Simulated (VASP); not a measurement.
# BaTiO3 in VASP: a series of runs

The runs below take BaTiO3 through single point, with r2SCAN+U.

All numbers are computed with VASP 6.6.1; they aren't measurements. Logs are shortened: lines on timing, memory, paths and dates and some standing lists are left out, and cuts for length are marked.

## (1) The cell of the first run

The structure is monoclinic, space group Cm (No. 8). The conventional cell has a = 5.852 Å, b = 5.844 Å, c = 3.942 Å, α = 90.00°, β = 90.11°, γ = 90.00°. Within 3.7 Å of Ba (site symmetry m) lie 12 O at 2.82 to 3.02 Å and 8 Ti at 3.46 to 3.59 Å. Within 2.5 Å of Ti (site symmetry m) lie 6 O at 1.92 to 2.22 Å. Within 2.5 Å of O (site symmetry 1) lie 2 Ti at 1.92 to 2.22 Å. Within 2.6 Å of O (site symmetry m) lie 2 Ti at 1.98 Å.

## (2) Single point, r2SCAN+U (biaxial strain in the a-b plane: +3.0 %)

Contents of POSCAR:

```
BaTiO3
1.0
    2.9219632033      1.6869962420      2.3905427589
   -2.9219632033      1.6869962420      2.3905427589
    0.0000000000     -3.2165486625      2.2794352983
Ba Ti O
1 1 3
Direct
    0.0023325710      0.0023325710     -0.0057861172
    0.5147321620      0.5147321620      0.4942075643
    0.4903847268      0.9773672556      0.4942247575
    0.4862842845      0.4862842845      0.9942300377
    0.9773672556      0.4903847268      0.4942247575
```

Contents of INCAR.step1:

```
SYSTEM = BaTiO3
PREC     = Accurate       ! precision mode
ENCUT    = 520            ! plane-wave cutoff, eV
ISMEAR   = 0              ! smearing method
SIGMA    = 0.02           ! smearing width, eV
LREAL    = .False.        ! projectors in reciprocal space
LASPH    = .True.         ! aspherical terms in the spheres
NELM     = 150            ! most SCF steps
LMAXMIX  = 4              ! l up to which the mixer works
LDAU     = .True.         ! DFT+U
LDAUTYPE = 2            
LDAUL    = -1 2 -1        ! shell
LDAUU    = 0 4 0          ! U, eV
LDAUJ    = 0 0 0        
NBANDS   = 28             ! bands
GGA      = PE             ! functional
ALGO     = Normal         ! electronic algorithm
EDIFF    = 1E-4           ! SCF threshold, eV
LWAVE    = .True.         ! write WAVECAR
LCHARG   = .False.        ! write CHGCAR
```

Contents of INCAR.step2:

```
SYSTEM = BaTiO3
PREC     = Accurate       ! precision mode
ENCUT    = 520            ! plane-wave cutoff, eV
EDIFF    = 1E-6           ! SCF threshold, eV
ISMEAR   = 0              ! smearing method
SIGMA    = 0.02           ! smearing width, eV
LREAL    = .False.        ! projectors in reciprocal space
LASPH    = .True.         ! aspherical terms in the spheres
NELM     = 150            ! most SCF steps
ALGO     = Normal         ! electronic algorithm
ISIF     = 2              ! what is computed and relaxed
LWAVE    = .False.        ! write WAVECAR
LCHARG   = .False.        ! write CHGCAR
LMAXMIX  = 4              ! l up to which the mixer works
LDAU     = .True.         ! DFT+U
LDAUTYPE = 2            
LDAUL    = -1 2 -1        ! shell
LDAUU    = 0 4 0          ! U, eV
LDAUJ    = 0 0 0        
LDAUPRINT= 1            
METAGGA  = R2SCAN         ! meta-GGA
LMIXTAU  = .True.       
NBANDS   = 28             ! bands
ISTART   = 1
```

Contents of KPOINTS:

```
regular mesh
0
Gamma
  6 6 6
  0 0 0
```

Potentials or basis: VASP PAW PBE potentials, release 64 (Ba_sv, Ti_sv, O).

Started as:

```bash
$ cat potpaw_PBE.64/Ba_sv/POTCAR potpaw_PBE.64/Ti_sv/POTCAR potpaw_PBE.64/O/POTCAR > POTCAR
$ cp INCAR.step1 INCAR
$ mpirun -np 1 vasp_std > vasp.out
$ cp INCAR.step2 INCAR
$ mpirun -np 1 vasp_std > vasp.out
```

OUTCAR:

```text
SYSTEM = BaTiO3
   PREC = Accurate
   ENCUT = 520
   EDIFF = 1E-6
   ISMEAR = 0
   LREAL = .False.
   LASPH = .True.
   NELM = 150
   ISIF = 2
   METAGGA = R2SCAN
   ISTART = 1

 ion  position               nearest neighbor table
   1  0.002  0.002  0.994-   3 2.82   5 2.82   3 2.82   5 2.82   4 2.83   5 2.89   3 2.89   5 2.90
                             3 2.90   4 2.92   4 2.92   4 3.02   2 3.46   2 3.47   2 3.53   2 3.53
   2  0.515  0.515  0.494-   3 1.92   5 1.92   4 1.98   4 1.98   3 2.22   5 2.22   1 3.46   1 3.47
                             1 3.53   1 3.53   1 3.53   1 3.53   1 3.59   1 3.59
   3  0.490  0.977  0.494-   2 1.92   2 2.22   1 2.82   1 2.82   1 2.89   1 2.90
   4  0.486  0.486  0.994-   2 1.98   2 1.98   1 2.83   1 2.92   1 2.92   1 3.02
   5  0.977  0.490  0.494-   2 1.92   2 2.22   1 2.82   1 2.82   1 2.89   1 2.90

  LATTYP: Found a base centered monoclinic cell.
 ALAT       =     5.8517180392
 B/A-ratio  =     0.9986684880
 C/A-ratio  =     0.6737056791
 COS(beta)  =    -0.0019750843

  Lattice vectors:

 A1 = (  -2.9219632033,  -1.6869962420,  -2.3905427589)
 A2 = (   2.9219632033,  -1.6869962420,  -2.3905427589)
 A3 = (   0.0000000000,  -3.2165486625,   2.2794352983)

Analysis of symmetry for initial positions (statically):
=====================================================================
 Subroutine PRICEL returns:
 Original cell was already a primitive cell.

 Routine SETGRP: Setting up the symmetry group for a
 base centered monoclinic supercell.

 Subroutine GETGRP returns: Found  2 space group operations
 (whereof  2 operations were pure point group operations)
 out of a pool of  4 trial point group operations.

The static configuration has the point symmetry C_1h.

Analysis of symmetry for dynamics (positions and initial velocities):
=====================================================================
 Subroutine PRICEL returns:
 Original cell was already a primitive cell.

 Routine SETGRP: Setting up the symmetry group for a
 base centered monoclinic supercell.

 Subroutine GETGRP returns: Found  2 space group operations
[... 165 lines left out ...]
  0.1429  0.0000  0.0000  0.0601  0.0000
  0.0000  0.1859 -0.0039  0.0000  0.0669
  0.0000 -0.0039  0.1003  0.0000 -0.0022
  0.0601  0.0000  0.0000  0.1856  0.0000
  0.0000  0.0669 -0.0022  0.0000  0.1518

 occupancies and eigenvectors

  o =  0.0993  v =  0.0000  0.5083  0.5947  0.0000 -0.6229  0.0000  0.0000  0.0000  0.0000  0.0000      0.0000  0.0000  0.0000  0.0000  0.0000  0.0000  0.0000  0.0000  0.0000  0.0000
  o =  0.0993  v =  0.0000  0.0000  0.0000  0.0000  0.0000  0.0000  0.5083  0.5947  0.0000 -0.6229      0.0000  0.0000  0.0000  0.0000  0.0000  0.0000  0.0000  0.0000  0.0000  0.0000
  o =  0.1005  v =  0.0000  0.0000  0.0000  0.0000  0.0000 -0.8170  0.0000  0.0000  0.5766  0.0000      0.0000  0.0000  0.0000  0.0000  0.0000  0.0000  0.0000  0.0000  0.0000  0.0000
  o =  0.1005  v = -0.8170  0.0000  0.0000  0.5766  0.0000  0.0000  0.0000  0.0000  0.0000  0.0000      0.0000  0.0000  0.0000  0.0000  0.0000  0.0000  0.0000  0.0000  0.0000  0.0000
  o =  0.1006  v =  0.0000  0.3445 -0.8033  0.0000 -0.4858  0.0000  0.0000  0.0000  0.0000  0.0000      0.0000  0.0000  0.0000  0.0000  0.0000  0.0000  0.0000  0.0000  0.0000  0.0000
  o =  0.1006  v =  0.0000  0.0000  0.0000  0.0000  0.0000  0.0000  0.3445 -0.8033  0.0000 -0.4858      0.0000  0.0000  0.0000  0.0000  0.0000  0.0000  0.0000  0.0000  0.0000  0.0000
  o =  0.2280  v = -0.5766  0.0000  0.0000 -0.8170  0.0000  0.0000  0.0000  0.0000  0.0000  0.0000      0.0000  0.0000  0.0000  0.0000  0.0000  0.0000  0.0000  0.0000  0.0000  0.0000
  o =  0.2280  v =  0.0000  0.0000  0.0000  0.0000  0.0000 -0.5766  0.0000  0.0000 -0.8170  0.0000      0.0000  0.0000  0.0000  0.0000  0.0000  0.0000  0.0000  0.0000  0.0000  0.0000
  o =  0.2380  v =  0.0000  0.0000  0.0000  0.0000  0.0000  0.0000  0.7893 -0.0323  0.0000  0.6132      0.0000  0.0000  0.0000  0.0000  0.0000  0.0000  0.0000  0.0000  0.0000  0.0000
  o =  0.2380  v =  0.0000  0.7893 -0.0323  0.0000  0.6132  0.0000  0.0000  0.0000  0.0000  0.0000      0.0000  0.0000  0.0000  0.0000  0.0000  0.0000  0.0000  0.0000  0.0000  0.0000

 number of electron      39.9999998 magnetization

 Free energy of the ion-electron system (eV)
  ---------------------------------------------------
  ext. energy  EPLUGINS =         0.00000000
  ---------------------------------------------------
  free energy    TOTEN  =       -71.59812514 eV

  energy without entropy =      -71.59812514  energy(sigma->0) =      -71.59812514

 E-fermi :   3.5338     XC(G=0): -11.6273

 val. band max:        3.3025168078   @ k =   0.5000   0.5000   0.5000
 cond. band min:       6.2017327914   @ k =   0.0000   0.0000   0.0000
 fundamental gap:      2.8992159836
 Fermi energy:         3.5338028529

 k-point     1 :       0.0000    0.0000    0.0000
  band No.  band energies     occupation
      1     -56.6341      2.00000
      2     -31.7631      2.00000
      3     -31.7483      2.00000
      4     -31.7237      2.00000
      5     -22.3589      2.00000
      6     -14.5499      2.00000
[... 733 lines left out ...]
     27      10.2744      0.00000
     28      11.7251      0.00000

 [... further k-points ...]

------------------------ aborting loop because EDIFF is reached ----------------------------------------

  FORCE on cell =-STRESS in cart. coord.  units (eV):
  Direction    XX          YY          ZZ          XY          YZ          ZX
  --------------------------------------------------------------------------------------
  -------------------------------------------------------------------------------------
  Total       -1.5733200      0.2959825     -0.6690248      0.0000000     -1.0604968      0.0000000
  in kB      -37.3952777      7.0350271    -15.9016402      0.0000000    -25.2062975      0.0000000
  external PRESSURE =     -15.4206303 kB  Pullay stress =       0.0000000 kB

 VOLUME and BASIS-vectors are now :
 -----------------------------------------------------------------------------
  energy-cutoff  :      520.00
  volume of cell :       67.41
      direct lattice vectors                 reciprocal lattice vectors
     2.921963203  1.686996242  2.390542759     0.171117829  0.098807776  0.139429279
    -2.921963203  1.686996242  2.390542759    -0.171117829  0.098807776  0.139429279
     0.000000000 -3.216548663  2.279435298     0.000000000 -0.207248009  0.146254072

 POSITION                                       TOTAL-FORCE (eV/Angst)
 -----------------------------------------------------------------------------------
      0.00000     -3.19007      2.27740         0.000000     -0.000220      0.001583
      0.00000      0.14706      3.58749         0.000000     -0.148198     -0.203456
     -1.42295      0.88639      4.63528        -0.096077      0.083627      0.112704
      0.00000     -1.55727      4.59125         0.000000     -0.018837     -0.023535
      1.42295      0.88639      4.63528         0.096077      0.083627      0.112704
 -----------------------------------------------------------------------------------
    total drift:                               -0.000000     -0.000331     -0.002336

  FREE ENERGIE OF THE ION-ELECTRON SYSTEM (eV)
  ---------------------------------------------------
  free  energy   TOTEN  =       -71.5981251400 eV

  energy  without entropy=      -71.5981251400  energy(sigma->0) =      -71.59812514
```

OUTCAR.step1:

```text
SYSTEM = BaTiO3
   PREC = Accurate
   ENCUT = 520
   ISMEAR = 0
   LREAL = .False.
   LASPH = .True.
[... 985 lines left out ...]
     -1.42295      0.88639      4.63528        -0.124142      0.078963      0.106031
      0.00000     -1.55727      4.59125         0.000000     -0.045879     -0.060859
      1.42295      0.88639      4.63528         0.124142      0.078963      0.106031
 -----------------------------------------------------------------------------------
    total drift:                                0.000000     -0.001929     -0.003696

  FREE ENERGIE OF THE ION-ELECTRON SYSTEM (eV)
  ---------------------------------------------------
  free  energy   TOTEN  =       -37.2981666252 eV

  energy  without entropy=      -37.2981666252  energy(sigma->0) =      -37.29816663
```

Wall time 3.5 min (1 thread of AMD EPYC 9R45 (Zen 5), shared host); peak memory 0.24 GiB.

What came out:

```
Free energy            : -71.5981 eV
Pressure               : -1.5 GPa
Largest force          : 0.252 eV/Å
Band gap on the k mesh : 2.90 eV (least direct gap 3.38 eV)
```

Forces in eV/Å, atoms in the order of the input:
```
Ba   0.000  0.000  0.002
Ti   0.000 -0.148 -0.203
O   -0.096  0.084  0.113
O    0.000 -0.019 -0.024
O    0.096  0.084  0.113
```

Eigenvalues of the final occupation matrices:
```
    site  spin  trace               eigenvalues
site 2 d     1   0.77  0.10 0.10 0.10 0.23 0.24
site 2 d     2   0.77  0.10 0.10 0.10 0.23 0.24
```

Caveat: the cell differs from its parent crystal (biaxial strain in the a-b plane: +3.0 %); the PAW data sets were made with another functional, which shifts forces and pressure a little; spin-orbit coupling is left out, which moves the levels of the heavy elements.

[end of part 1 of 2]
